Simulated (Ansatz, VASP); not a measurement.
# ScHBr2 in VASP and in Ansatz

```xyz
4
Lattice="5.2721 0.0000 0.0000 0.0000 5.2721 0.0000 0.0000 0.0000 3.9325" Properties=species:S:1:pos:R:3 pbc="T T T"
Sc    0.0000    0.0000    0.0000
H     0.0000    0.0000    1.9662
Br    2.6361    0.0000    0.0000
Br    0.0000    2.6361    0.0000
```

Alike in both runs: functional PBE; k mesh 6 × 6 × 6; occupations gaussian, width 0.02 eV; no spin polarisation.

Ansatz relaxed the structure, and its values are those at the end. VASP's run is a single point on that final structure, the one shown.

```csv
,VASP,Ansatz
version,VASP 6.6.1,Ansatz 0.2.0
potentials or method,"VASP PAW PBE potentials, release 64 (Sc_sv, H, Br), cutoff 520 eV","scalar-relativistic, plane waves, PAW"
valence electrons in the cell,26,26
```

Ansatz gave:

| Quantity | Value |
| --- | --- |
| gap on the k mesh at the Fermi level (eV) | 1.72 |
| least direct gap on the mesh (eV) | 1.72 |
| pressure (GPa) | 0.0 |

Q: Which values does VASP return?

A: gap on the k mesh at the Fermi level (eV): 1.71; least direct gap on the mesh (eV): 1.71; pressure (GPa): 0.1.
